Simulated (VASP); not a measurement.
# SiC in VASP: further runs, part 2 of 2

VASP 6.6.1. The steps go on from the part before.

## (4) Single point, r2SCAN

This run uses another cell than the first one.

Contents of POSCAR:

```
SiC
1.0
    3.0803621794      0.0000000000      0.0000000000
    0.0000000000      4.3562899711      0.0000000000
    0.0000000000      0.0000000000     25.7812676278
Si C
8 8
Direct
    0.5000000000      0.4567122326      0.3003073427
    0.0000000000      0.0052405839      0.3484431129
    0.5000000000      0.5026938767      0.4108511719
    0.0000000000      0.0046605421      0.4699420634
    0.5000000000      0.5046628208      0.5300584754
    0.0000000000      0.0027026015      0.5891495412
    0.5000000000      0.5052519501      0.6515572587
    0.0000000000     -0.0432755711      0.6996923411
    0.0000000000      0.2626562686      0.2913981208
    0.5000000000      0.7609165664      0.3500063316
    0.0000000000      0.2523770760      0.4102694858
    0.5000000000      0.7547077245      0.4701050310
    0.0000000000      0.2547098094      0.5298945781
    0.5000000000      0.7523854998      0.5897302011
    0.0000000000      0.2609283189      0.6499932708
    0.5000000000      0.7626697000      0.7086016734
```

Contents of INCAR.step1:

```
PREC = Accurate
ENCUT = 520
ISMEAR = 0
SIGMA = 0.05
LREAL = Auto
LASPH = True
NELM = 60
LDIPOL = True
IDIPOL = 3
DIPOL = 0.5 0.5 0.500
NBANDS = 46
GGA = PE
ALGO = Normal
EDIFF = 1E-4
LWAVE = True
LCHARG = False
```

Contents of INCAR.step2:

```
PREC = Accurate
ENCUT = 520
EDIFF = 1E-6
ISMEAR = 0
SIGMA = 0.05
LREAL = Auto
LASPH = True
NELM = 60
ALGO = Normal
ISIF = 2
LWAVE = False
LCHARG = True
LDIPOL = True
IDIPOL = 3
DIPOL = 0.5 0.5 0.500
METAGGA = R2SCAN
LMIXTAU = True
LELF = True
LVHAR = True
LVACPOTAV = True
NBANDS = 46
ISTART = 1
```

Contents of KPOINTS:

```
Automatic mesh
0
Gamma
  9 6 1
```

Potentials or basis: VASP PAW PBE potentials, release 64 (Si, C).

On the command line:

```bash
cat potpaw_PBE.64/Si/POTCAR potpaw_PBE.64/C/POTCAR > POTCAR
cp INCAR.step1 INCAR
mpirun -np 1 vasp_std > vasp.out
cp INCAR.step2 INCAR
mpirun -np 1 vasp_std > vasp.out
```

OUTCAR:

```text
PREC = Accurate
   ENCUT = 520
   EDIFF = 1E-6
   ISMEAR = 0
   LREAL = Auto
   LASPH = True
   NELM = 60
   ISIF = 2
   METAGGA = R2SCAN
   ISTART = 1

 ion  position               nearest neighbor table
   1  0.500  0.457  0.300-   9 1.77   9 1.77  10 1.84   2 2.79   2 2.79   3 2.86   2 3.10   2 3.10

   2  0.000  0.005  0.348-   9 1.85  10 1.87  10 1.87  11 1.92   1 2.79   1 2.79   1 3.10   1 3.10
                             3 3.11   3 3.11   3 3.12   3 3.12   4 3.13
   3  0.500  0.503  0.411-  12 1.88  11 1.89  11 1.89  10 1.93   1 2.86   4 3.07   4 3.07   5 3.07
                             4 3.08   4 3.08   2 3.11   2 3.11   2 3.12   2 3.12
   4  0.000  0.005  0.470-  11 1.88  12 1.89  12 1.89  13 1.89   3 3.07   3 3.07   6 3.07   3 3.08
                             3 3.08   5 3.09   5 3.09   5 3.09   5 3.09   2 3.13
   5  0.500  0.505  0.530-  14 1.88  13 1.89  13 1.89  12 1.89   6 3.07   6 3.07   3 3.07   6 3.08
                             6 3.08   4 3.09   4 3.09   4 3.09   4 3.09   7 3.13
   6  0.000  0.003  0.589-  13 1.88  14 1.89  14 1.89  15 1.93   8 2.86   5 3.07   5 3.07   4 3.07
                             5 3.08   5 3.08   7 3.11   7 3.11   7 3.12   7 3.12
   7  0.500  0.505  0.652-  16 1.85  15 1.87  15 1.87  14 1.92   8 2.79   8 2.79   8 3.10   8 3.10
                             6 3.11   6 3.11   6 3.12   6 3.12   5 3.13
   8  0.000  0.957  0.700-  16 1.77  16 1.77  15 1.84   7 2.79   7 2.79   6 2.86   7 3.10   7 3.10

   9  0.000  0.263  0.291-   1 1.77   1 1.77   2 1.85
  10  0.500  0.761  0.350-   1 1.84   2 1.87   2 1.87   3 1.93
  11  0.000  0.252  0.410-   4 1.88   3 1.89   3 1.89   2 1.92
  12  0.500  0.755  0.470-   3 1.88   4 1.89   4 1.89   5 1.89
  13  0.000  0.255  0.530-   6 1.88   5 1.89   5 1.89   4 1.89
  14  0.500  0.752  0.590-   5 1.88   6 1.89   6 1.89   7 1.92
  15  0.000  0.261  0.650-   8 1.84   7 1.87   7 1.87   6 1.93
  16  0.500  0.763  0.709-   8 1.77   8 1.77   7 1.85

  LATTYP: Found a simple orthorhombic cell.
 ALAT       =     3.0803621794
 B/A-ratio  =     1.4142135624
 C/A-ratio  =     8.3695572554

  Lattice vectors:

 A1 = (   3.0803621794,   0.0000000000,   0.0000000000)
 A2 = (   0.0000000000,   4.3562899711,   0.0000000000)
 A3 = (   0.0000000000,   0.0000000000,  25.7812676278)

Analysis of symmetry for initial positions (statically):
=====================================================================
 Subroutine PRICEL returns:
 Original cell was already a primitive cell.

 Routine SETGRP: Setting up the symmetry group for a
 simple orthorhombic supercell.

 Subroutine GETGRP returns: Found  2 space group operations
 (whereof  2 operations were pure point group operations)
 out of a pool of  8 trial point group operations.

The static configuration has the point symmetry C_1h.

Analysis of symmetry for dynamics (positions and initial velocities):
=====================================================================
 Subroutine PRICEL returns:
 Original cell was already a primitive cell.

 Routine SETGRP: Setting up the symmetry group for a
 simple orthorhombic supercell.

 Subroutine GETGRP returns: Found  2 space group operations
 (whereof  2 operations were pure point group operations)
 out of a pool of  8 trial point group operations.

The dynamic configuration has the point symmetry C_1h.

 Subroutine INISYM returns: Found  2 space group operations
 (whereof  2 operations are pure point group operations),
 and found     1 'primitive' translations
[... 101 lines left out ...]
   number of dos      NEDOS =    301   number of ions     NIONS =     16
   total plane-waves  NPLWV = 147456
   dimension x,y,z NGX =    24 NGY =   32 NGZ =  192
   dimension x,y,z NGXF=    48 NGYF=   64 NGZF=  384
   ions per type =               8   8
   NGX,Y,Z   is equivalent  to a cutoff of  12.95, 12.21, 12.38 a.u.
   NGXF,Y,Z  is equivalent  to a cutoff of  25.91, 24.42, 24.76 a.u.
 SYSTEM =  unknown system
   PREC   = accura    normal or accurate (medium, high low for compatibility)
   ISTART =      1    job   : 0-new  1-cont  2-samecut
   ICHARG =      0    charge: 1-file 2-atom 10-const
   ISPIN  =      1    spin polarized calculation?
   LNONCOLLINEAR =      F non collinear calculations
   LSORBIT =      F    spin-orbit coupling
   LASPH  =      T    aspherical Exc in radial PAW
   ENCUT  =  520.0 eV  38.22 Ry    6.18 a.u.   5.73  8.10 47.94*2*pi/ulx,y,z
   NELM   =     60;   NELMIN=  2; NELMDL=  0     # of ELM steps
   EDIFF  = 0.1E-05   stopping-criterion for ELM
   LREAL  =      T    real-space projection
   EDIFFG = 0.1E-04   stopping-criterion for IOM
   NSW    =      0    number of steps for IOM
   IBRION =     -1    ionic relax: 0-MD 1-quasi-New 2-CG
   NFREE  =      0    steps in history (QN), initial steepest desc. (CG)
   ISIF   =      2    stress and relaxation
   ISYM   =      2    0-nonsym 1-usesym 2-fastsym
   POTIM  = 0.5000    time-step for ionic-motion
   TEBEG  =    0.0;   TEEND  =   0.0 temperature during run
   PSTRESS=    0.0 pullay stress
   NELECT =      64.0000    total number of electrons
   NUPDOWN=      -1.0000    fix difference up-down
   EMIN   =  10.00;   EMAX   =-10.00  energy-range for DOS
   EFERMI =   0.00;   METHOD = LEGACY
   ISMEAR =     0;   SIGMA  =   0.05  broadening in eV -4-tet -1-fermi 0-gaus
   EFERMI_NEDOS =   21; number of points for ismear=-14 and -15
   IALGO  =     38    algorithm
   IMIX   =      4    mixing-type and parameters
     AMIX     =   0.40;   BMIX     =  1.00
     AMIX_MAG =   1.60;   BMIX_MAG =  1.00
  volume/ion in A,a.u.               =      21.62       145.91
  Fermi-wavevector in a.u.,A,eV,Ry     =   0.932811  1.762758 11.838936  0.870137
  Thomas-Fermi vector in A             =   2.059448
   LORBIT       =      0    0 simple, 1 ext, 2 COOP (PROOUT), +10 PAW based schemes
   METAGGA = R2SCAN    functional components
   LHFCALC =     F    Hartree Fock is set to
   AEXX    =    0.0000 exact exchange contribution
   IVDW    =     0    specifies the selected vdW correction
   LEPSILON=     F    determine dielectric tensor
   LRPA    =     F    only Hartree local field effects (RPA)
 non-spin polarized calculation
 Gauss-broadening in eV      SIGMA  =   0.05
  energy-cutoff  :      520.00
  volume of cell :      345.96
 maximum number of plane-waves:      9388
 NGX is ok and might be reduce to    24
   NGX = 11   NGY = 17   NGZ = 95

 number of electron      63.9999995 magnetization

 dipolmoment           0.000000      0.000000     -0.000018 electrons x Angstroem

 Free energy of the ion-electron system (eV)
  ---------------------------------------------------
  ext. energy  EPLUGINS =         0.00000000
  ---------------------------------------------------
  free energy    TOTEN  =      -149.26698003 eV

  energy without entropy =     -149.26698003  energy(sigma->0) =     -149.26698003

 E-fermi :   1.2903     XC(G=0):  -6.2541

 val. band max:        1.0675528633   @ k =   0.4444   0.5000   0.0000
 cond. band min:       1.8390630422   @ k =   0.4444   0.0000   0.0000
 fundamental gap:      0.7715101790
 Fermi energy:         1.2903005619

 k-point     1 :       0.0000    0.0000    0.0000
  band No.  band energies     occupation
      1     -15.5008      2.00000
      2     -15.0541      2.00000
      3     -14.2397      2.00000
      4     -13.0041      2.00000
      5     -11.6541      2.00000
      6     -10.7747      2.00000
[... 929 lines left out ...]
     43       8.1877      0.00000
     44       8.1877      0.00000
 [bands above 44 left out]

------------------------ aborting loop because EDIFF is reached ----------------------------------------

  FORCE on cell =-STRESS in cart. coord.  units (eV):
  Direction    XX          YY          ZZ          XY          YZ          ZX
  --------------------------------------------------------------------------------------
  -------------------------------------------------------------------------------------
  Total        0.8425182      1.4547709     -0.1773435      0.0000000     -0.0008674      0.0000000
  in kB        3.9018181      6.7372452     -0.8213025      0.0000000     -0.0040169      0.0000000
  external PRESSURE =       3.2725870 kB  Pullay stress =       0.0000000 kB

 VOLUME and BASIS-vectors are now :
 -----------------------------------------------------------------------------
  energy-cutoff  :      520.00
  volume of cell :      345.96
      direct lattice vectors                 reciprocal lattice vectors
     3.080362179  0.000000000  0.000000000     0.324637150  0.000000000  0.000000000
     0.000000000  4.356289971  0.000000000     0.000000000  0.229553130  0.000000000
     0.000000000  0.000000000 25.781267628     0.000000000  0.000000000  0.038787852

 POSITION                                       TOTAL-FORCE (eV/Angst)
 -----------------------------------------------------------------------------------
      1.54018      1.98957      7.74230         0.000000     -0.014111      0.018991
      0.00000      0.02283      8.98331         0.000000     -0.010923      0.014810
      1.54018      2.18988     10.59226         0.000000     -0.010861      0.017552
      0.00000      0.02030     12.11570         0.000000      0.000964      0.005340
      1.54018      2.19846     13.66558         0.000000      0.001049     -0.005864
      0.00000      0.01177     15.18902         0.000000     -0.011020     -0.018197
[... 8 lines left out ...]
      0.00000      1.13668     16.75765         0.000000      0.014199      0.014610
      1.54018      3.32241     18.26865         0.000000      0.013504      0.001078
 -----------------------------------------------------------------------------------
    total drift:                                0.000000     -0.007406      0.000121

  FREE ENERGIE OF THE ION-ELECTRON SYSTEM (eV)
  ---------------------------------------------------
  free  energy   TOTEN  =      -149.2669800322 eV

  energy  without entropy=     -149.2669800322  energy(sigma->0) =     -149.26698003

 vacuum level on the upper side and lower side of the slab         6.749         6.749
```

It took 23 min on 1 thread of AMD EPYC 9R45 (Zen 5), shared host; peak memory 0.5 GiB.

Results:

* Free energy: -149.2670 eV
* Largest force: 0.024 eV/Å
* Band gap on the k mesh: 0.77 eV (least direct gap 1.15 eV)

Forces on the atoms (eV/Å):
```
Si   0.000 -0.014  0.019
Si   0.000 -0.011  0.015
Si   0.000 -0.011  0.018
Si   0.000  0.001  0.005
Si   0.000  0.001 -0.006
Si   0.000 -0.011 -0.018
Si   0.000 -0.010 -0.015
Si   0.000 -0.014 -0.019
C    0.000  0.013 -0.001
C    0.000  0.014 -0.014
C    0.000 -0.008 -0.016
C    0.000  0.015 -0.001
C    0.000  0.015  0.001
C    0.000 -0.008  0.017
C    0.000  0.014  0.015
C    0.000  0.014  0.001
```

Caveat: semilocal functionals underestimate gaps, and a narrow one can read as zero; the PAW data sets were made with another functional, which shifts forces and pressure a little.

## (5) Overview

| cell | gap on the mesh (eV) | largest force (eV/Å) |
| --- | --- | --- |
| a = 3.080, b = 4.356, c = 13.781 Å, 16 atoms, atomic positions A | 1.06 | 2.59 |
| a = 3.080, b = 4.356, c = 25.781 Å, 16 atoms, atomic positions A | 0.46 | 3.76 |
| a = 3.080, b = 4.356, c = 25.781 Å, 16 atoms, atomic positions B | 0.77 | 0.02 |

Alike in all rows: task single point; level r2SCAN; potentials or basis VASP PAW PBE potentials, release 64 (Si, C); no spin polarisation; k mesh 9 × 6 × 1; cutoff (eV) 520; smearing gaussian 0.05 eV.

Caveats: some runs use coarse meshes; the PAW data sets were made with another functional, which shifts forces and pressure a little; semilocal functionals underestimate gaps, and a narrow one can read as zero (at least some runs).

Absolute energies hang on the potentials; compare differences alone.
